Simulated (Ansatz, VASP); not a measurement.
**NaH in VASP and in Ansatz**

Contents of INCAR:

```
  PREC = Accurate
  ENCUT = 520
  EDIFF = 1E-6
  ISMEAR = 0
  SIGMA = 0.02
  LREAL = False
  LASPH = True
  NELM = 100
  ALGO = Normal
  ISIF = 2
  LWAVE = False
  LCHARG = False
  GGA = PE
  NBANDS = 11
```

Contents of KPOINTS:

```
Automatic mesh
0
Gamma
  10 10 10
```

The input POSCAR:

```
NaH
1.0
    2.9551240000      0.0000000000      0.0000000000
    0.0000000000      2.9551240000      0.0000000000
    0.0000000000      0.0000000000      2.9551240000
Na H
1 1
Direct
    0.0000000000      0.0761389370      0.0000000000
    0.5000000000      0.5000000000      0.5000000000
```

Input for Ansatz:

```yaml
crystal:
  lattice:
    - [2.955124, 0.0, 0.0]
    - [0.0, 2.955124, 0.0]
    - [0.0, 0.0, 2.955124]
  atoms:
    - { symbol: Na, position: [0.0, 0.076138937, 0.0] }
    - { symbol: H, position: [0.5, 0.5, 0.5] }
basis:
  ecutwfc: 420
kpoints:
  mp_grid: { grid: [10, 10, 10] }
hamiltonian:
  xc: pbe
scf:
  occupations: { method: gaussian, width: 0.02 }
output:
  forces: true
  stress: true
  eigenvalues: true
```

Change from the starting cell: one atom moved.

Alike in both runs: task single point; functional PBE; k mesh 10 × 10 × 10; occupations gaussian, width 0.02 eV; no spin polarisation.

```csv
,VASP,Ansatz
version,VASP 6.6.1,Ansatz 0.2.0
potentials or method,"VASP PAW PBE potentials, release 64 (Na_pv, H), cutoff 520 eV","scalar-relativistic, plane waves, PAW"
valence electrons in the cell,8,10
```

```tsv
	VASP	Ansatz	Ansatz less VASP
gap on the k mesh at the Fermi level (eV)	1.05	1.06	+0.001
least direct gap on the mesh (eV)	4.41	4.41	+0.004
pressure (GPa)	0.6	0.7	+0.04
traceless stress, the component that is largest in VASP (GPa)	0.12	0.12	-0.001
rms of the force components (eV/Å)	0.055	0.054	-0.0009
```

Atom by atom the forces differ by 0.001 eV/Å (rms over components). With one functional, cell and mesh, what is left measures potentials, basis and numerics. VASP's potentials hold 8 valence electrons a cell and Ansatz's 10, so a difference there can come from the potentials and not from the codes.
